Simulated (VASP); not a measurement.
Set up this calculation in VASP 6.6.1, as the native input.

| Item | Value |
| --- | --- |
| Task | single point |
| Functional | PBE |
| Potentials or basis | VASP PAW PBE potentials, release 64 (Si) |
| Cutoff | 520 eV |
| k mesh | 1 × 1 × 1 |
| Occupations | gaussian, width 0.05 eV |
| Spin | no spin polarisation |
| Dipole correction | no |
| Further INCAR settings | LREAL = Auto; ALGO = Normal; EDIFF = 1e-06; NBANDS = 166 |

The structure of Si lies in POSCAR:

```
Si
1.0
    6.6508880000      6.6508890000      3.8447710000
   -9.9763330000      3.3254440000      1.9223860000
    3.3254440000     -9.9763330000      9.6119280000
Si
64
Direct
    0.1341010000      0.9553000000      0.9553000000
    0.3841010000      0.7053000000      0.7053000000
    0.1341010000      0.7053000000      0.2053000000
    0.6341010000      0.4553000000      0.4553000000
    0.8841010000      0.2053000000      0.2053000000
    0.3841010000      0.4553000000      0.9553000000
    0.6341010000      0.2053000000      0.7053000000
    0.1341010000      0.4553000000      0.4553000000
    0.3841010000      0.2053000000      0.2053000000
    0.1341010000      0.2053000000      0.7053000000
    0.8841010000      0.9553000000      0.4553000000
    0.6341010000      0.9553000000      0.9553000000
    0.8841010000      0.7053000000      0.7053000000
    0.3841010000      0.9553000000      0.4553000000
    0.6341010000      0.7053000000      0.2053000000
    0.8841010000      0.4553000000      0.9553000000
    0.1158990000      0.5447000000      0.0447000000
    0.3658990000      0.2947000000      0.7947000000
    0.6158990000      0.0447000000      0.5447000000
    0.1158990000      0.2947000000      0.2947000000
    0.3658990000      0.0447000000      0.0447000000
    0.1158990000      0.0447000000      0.5447000000
    0.8658990000      0.7947000000      0.2947000000
    0.6158990000      0.7947000000      0.7947000000
    0.8658990000      0.5447000000      0.5447000000
    0.3658990000      0.7947000000      0.2947000000
    0.6158990000      0.5447000000      0.0447000000
    0.1158990000      0.7947000000      0.7947000000
    0.3658990000      0.5447000000      0.5447000000
    0.8658990000      0.2947000000      0.7947000000
    0.6158990000      0.2947000000      0.2947000000
    0.8658990000      0.0447000000      0.0447000000
    0.0447000000      0.1341010000      0.9553000000
    0.2947000000      0.8841010000      0.7053000000
    0.5447000000      0.6341010000      0.4553000000
    0.0447000000      0.8841010000      0.2053000000
    0.2947000000      0.6341010000      0.9553000000
    0.0447000000      0.6341010000      0.4553000000
    0.7947000000      0.3841010000      0.2053000000
    0.5447000000      0.3841010000      0.7053000000
    0.7947000000      0.1341010000      0.4553000000
    0.2947000000      0.3841010000      0.2053000000
    0.5447000000      0.1341010000      0.9553000000
    0.0447000000      0.3841010000      0.7053000000
    0.2947000000      0.1341010000      0.4553000000
    0.7947000000      0.8841010000      0.7053000000
    0.5447000000      0.8841010000      0.2053000000
    0.7947000000      0.6341010000      0.9553000000
    0.2053000000      0.6158990000      0.7947000000
    0.4553000000      0.3658990000      0.5447000000
    0.7053000000      0.1158990000      0.2947000000
    0.2053000000      0.3658990000      0.0447000000
    0.4553000000      0.1158990000      0.7947000000
    0.2053000000      0.1158990000      0.2947000000
    0.9553000000      0.8658990000      0.0447000000
    0.7053000000      0.8658990000      0.5447000000
    0.9553000000      0.6158990000      0.2947000000
    0.4553000000      0.8658990000      0.0447000000
    0.7053000000      0.6158990000      0.7947000000
    0.2053000000      0.8658990000      0.5447000000
    0.4553000000      0.6158990000      0.2947000000
    0.9553000000      0.3658990000      0.5447000000
    0.7053000000      0.3658990000      0.0447000000
    0.9553000000      0.1158990000      0.7947000000
```

One way to write it, as run:

INCAR

```
SYSTEM = Si
PREC     = Accurate       ! precision mode
ENCUT    = 520            ! plane-wave cutoff, eV
EDIFF    = 1E-6           ! SCF threshold, eV
ISMEAR   = 0              ! smearing method
SIGMA    = 0.05           ! smearing width, eV
LREAL    = Auto         
LASPH    = .True.         ! aspherical terms in the spheres
NELM     = 100            ! most SCF steps
ALGO     = Normal         ! electronic algorithm
ISIF     = 2              ! what is computed and relaxed
LWAVE    = .False.        ! write WAVECAR
LCHARG   = .True.         ! write CHGCAR
GGA      = PE             ! functional
LELF     = .True.         ! ELF
LVHAR    = .True.       
NBANDS   = 166            ! bands
```

KPOINTS

```
Automatic mesh
0
Gamma
  1 1 1
  0 0 0
```

Potentials or basis: VASP PAW PBE potentials, release 64 (Si).

Launch:

```console
$ cat potpaw_PBE.64/Si/POTCAR > POTCAR
$ mpirun -np 1 vasp_gam > vasp.out
```

It gave:

The pressure is 1.4 GPa and the largest force is 0.235 eV/Å. The band gap on the k mesh is 1.31 eV.

Caveat: the k points lie up to 0.67 Å⁻¹ apart.

Wall time 8.5 min on 1 thread of AMD EPYC 7R13 Processor (Zen 3), on a shared host, peak memory 1.1 GiB.
